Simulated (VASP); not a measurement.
Wanted: the native input for a VASP 6.6.1 run.

```
Task                   : single point
Functional             : PBE
Potentials or basis    : VASP PAW PBE potentials, release 64 (Al, N)
Cutoff                 : 520 eV
k mesh                 : 9 × 9 × 6
Occupations            : gaussian, width 0.01 eV
Spin                   : no spin polarisation
Dipole correction      : no
Further INCAR settings : ALGO = Normal; EDIFF = 1e-06; NBANDS = 16
```

The structure of AlN (pbe) lies in POSCAR:

```
AlN
1.0
    3.1297670776      0.0000000000      0.0000000000
   -1.5648835388      2.7104577972      0.0000000000
    0.0000000000      0.0000000000      5.0173090473
Al N
2 2
Direct
    0.3333333333      0.6666666667      0.0002292401
    0.6666666667      0.3333333333      0.5002292401
    0.3333333333      0.6666666667      0.3817707599
    0.6666666667      0.3333333333      0.8817707599
```

These files were run (other wordings do the same):

INCAR

```
  PREC = Accurate
  ENCUT = 520
  EDIFF = 1E-6
  ISMEAR = 0
  SIGMA = 0.01
  LREAL = False
  LASPH = True
  NELM = 60
  ALGO = Normal
  ISIF = 2
  LWAVE = False
  LCHARG = False
  GGA = PE
  NBANDS = 16
```

KPOINTS

```
regular mesh
0
Gamma
  9 9 6
```

Potentials or basis: VASP PAW PBE potentials, release 64 (Al, N).

The run is started by

```console
$ cat potpaw_PBE.64/Al/POTCAR potpaw_PBE.64/N/POTCAR > POTCAR
$ mpirun -np 1 vasp_std > vasp.out
```

Results of the run:

```yaml
Pressure: -0.2 GPa
Band_gap_on_the_k_mesh: 4.05 eV, direct
```

It took 29 s on 1 thread of Intel Xeon 8259CL, on a shared host, peak memory 0.17 GiB.
